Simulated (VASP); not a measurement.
Wanted: the native input for a VASP 6.6.1 run.

```yaml
Task: single point
Functional: LDA
Potentials_or_basis: VASP PAW LDA potentials, release 64 (In_d)
Cutoff: 520 eV
k_mesh: 13 × 13 × 13
Occupations: fermi-dirac, width 0.1 eV
Spin: no spin polarisation
Dipole_correction: no
Further_INCAR_settings: ALGO = Normal; EDIFF = 1e-06; NBANDS = 12
```

The structure of In lies in POSCAR:

```
In
1.0
    0.0000000000      2.2761143102      2.2761143102
    2.2761143102      0.0000000000      2.2761143102
    2.2761143102      2.2761143102      0.0000000000
In
1
Direct
    0.0000000000      0.0000000000      0.0000000000
```

This cell differs from its parent crystal: volume scaled by 0.96.

One way to write it, as run:

INCAR

```
PREC     = Accurate       # precision mode
ENCUT    = 520            # plane-wave cutoff, eV
EDIFF    = 1E-6           # SCF threshold, eV
ISMEAR   = -1             # smearing method
SIGMA    = 0.1            # smearing width, eV
LREAL    = False          # projectors in reciprocal space
LASPH    = True           # aspherical terms in the spheres
NELM     = 100            # most SCF steps
ALGO     = Normal         # electronic algorithm
ISIF     = 2              # what is computed and relaxed
LWAVE    = False          # write WAVECAR
LCHARG   = False          # write CHGCAR
GGA      = CA             # functional
NBANDS   = 12             # bands
```

KPOINTS

```
Automatic mesh
0
Gamma
  13 13 13
```

Potentials or basis: VASP PAW LDA potentials, release 64 (In_d).

Launch:

```console
$ cat potpaw_LDA.64/In_d/POTCAR > POTCAR
$ mpirun -np 1 vasp_std > vasp.out
```

Results of the run:

| Quantity | Value |
| --- | --- |
| Pressure | 2.5 GPa |

Run time: 8.5 s on 1 thread of Intel(R) Xeon(R) Platinum 8259CL CPU @ 2.50GHz (Skylake/Cascade Lake), with other jobs on the host, peak memory 0.14 GiB.
